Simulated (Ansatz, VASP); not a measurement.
**One calculation of BN, two programs**

```
B N
1.0
     0.00000    1.77686    1.77686
     1.77686    0.00000    1.77686
     1.77686    1.77686    0.00000
B N
1 1
Direct
  0.00000 0.00000 0.00000
  0.75000 0.75000 0.75000
```

Change from the starting cell: volume scaled by 0.95, PAW files.

Alike in both runs: task electric field gradients; functional PBE; k mesh 11 × 11 × 11; occupations fermi-dirac, width 0.02 eV; no spin polarisation.

|  | VASP | Ansatz |
| --- | --- | --- |
| version | VASP 6.6.1 | Ansatz 0.2.0 |
| potentials or method | VASP PAW PBE potentials, release 64 (B, N) | PAW with Ansatz's default frozen-core files, scalar-relativistic |
| plane-wave cutoff (eV) | 520 | 420 |
| valence electrons in the cell | 8 | 8 |

```csv
,VASP,Ansatz,Ansatz less VASP
gap on the k mesh at the Fermi level (eV),4.62,4.63,+0.012
pressure (GPa),25.0,24.6,-0.44
```

The functional is the same, so the differences come from potentials, cutoffs and numerics.
